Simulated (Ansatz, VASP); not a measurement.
**One calculation of CuO, two programs**

```
CELL_PARAMETERS angstrom
0.00000 2.12242 2.12242
2.12242 0.00000 2.12242
2.12242 2.12242 0.00000
ATOMIC_POSITIONS crystal
Cu 0.00000 0.00000 0.00000
O 0.50000 0.50000 0.50000
```

Alike in both runs: task relaxation of cell and atoms; functional PBE; k mesh 18 × 18 × 18; occupations gaussian, width 0.1 eV; no spin polarisation.

|  | VASP | Ansatz |
| --- | --- | --- |
| version | VASP 6.6.1 | Ansatz 0.2.0 |
| potentials or method | VASP PAW PBE potentials, release 64 (Cu, O), cutoff 600 eV | scalar-relativistic, plane waves, PAW |
| valence electrons in the cell | 17 | 25 |

|  | VASP | Ansatz | Ansatz less VASP |
| --- | --- | --- | --- |
| gap on the k mesh at the Fermi level, each at its own relaxed structure (eV) | none | none | - |
| relaxed volume (Å³/atom) | 9.56 | 9.56 | 0.000 |
| relaxed cell length with the largest relative difference (Å) | 3.002 | 3.002 | 0.0000 |

A gap of «none» marks a metal or a gap that the smearing closes. VASP's potentials hold 17 valence electrons a cell and Ansatz's 25, so a difference there can come from the potentials and not from the codes.

Noted on VASP's run: the relaxation stopped at its first step, so nothing moved.
